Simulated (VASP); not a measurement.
Here is a VASP 6.6.1 calculation.

INCAR

```
  PREC = Accurate
  ENCUT = 520
  EDIFF = 1E-6
  ISMEAR = 0
  SIGMA = 0.05
  LREAL = Auto
  LASPH = T
  NELM = 80
  ALGO = Normal
  ISIF = 2
  LWAVE = F
  LCHARG = F
  GGA = PE
  IVDW = 12
  NBANDS = 59
  NELECT = 88.0
```

KPOINTS

```
Automatic mesh
0
Gamma
  4 4 2
```

File POSCAR:

```
Si6O11
1.0
   -2.4573906087      4.2563253884      0.0000000000
    0.0000000000      0.0000000000      5.4210324304
    7.3721718262      4.2563253883      0.0000000000
Si O
6 11
Direct
    0.7669799462      0.6666666667      0.2330200538
    0.2669799462      0.6666666667      0.7330200538
    0.9660401075      0.3333333333      0.5000000000
    0.4660401075      0.3333333333      0.0000000000
    0.2669799462      0.0000000000      0.2669799462
    0.7669799462      0.0000000000      0.7669799462
    0.2730030153      0.2203350802      0.1370425925
    0.7730030153      0.2203350802      0.6370425925
    0.0690623811      0.8870017469      0.7949771961
    0.6579346037      0.5536684135      0.0679802114
    0.1579346037      0.5536684135      0.5679802114
    0.0690623811      0.7796649198      0.2050228039
    0.5690623811      0.7796649198      0.7050228039
    0.1204743636      0.0900327629      0.4973322320
    0.6579346037      0.1129982531      0.9320197886
    0.7730030153      0.4463315865      0.3629574075
    0.2730030153      0.4463315865      0.8629574075
```

Potentials or basis: VASP PAW PBE potentials, release 64 (Si, O).

The run is started by

```console
$ cat potpaw_PBE.64/Si/POTCAR potpaw_PBE.64/O/POTCAR > POTCAR
$ mpirun -np 1 vasp_std > vasp.out
```

Q: Estimate the dispersion energy per atom.

A: -0.144 eV.

Q: Estimate the largest force.

A: 8.521 eV/Å.

Forces in eV/Å, atoms in the order of the input:
```
Si  -0.782 -0.121 -2.201
Si   0.028 -0.086 -0.019
Si   2.821 -0.490  5.039
Si  -1.671 -0.939 -0.018
Si   1.635 -0.062  0.608
Si   0.240  0.212 -0.380
O    1.758  0.681 -0.949
O    1.241 -0.814  0.360
O    0.248  0.096 -0.049
O    0.706  0.738  1.184
O   -0.444 -0.355  0.165
O    0.456  0.236  0.870
O   -0.200  0.110  0.057
O   -6.544  1.207 -5.323
O    0.532  0.126  0.319
O   -0.386 -0.775  0.494
O    0.362  0.237 -0.158
```

Caveat: the k points lie up to 0.37 Å⁻¹ apart; the cell carries a net charge on a neutralising background, which shifts energy and pressure; the cell differs from its parent crystal (atoms taken out, atom 14 moved -0.125 of the way to it and +0.500 Å across, host rigid).
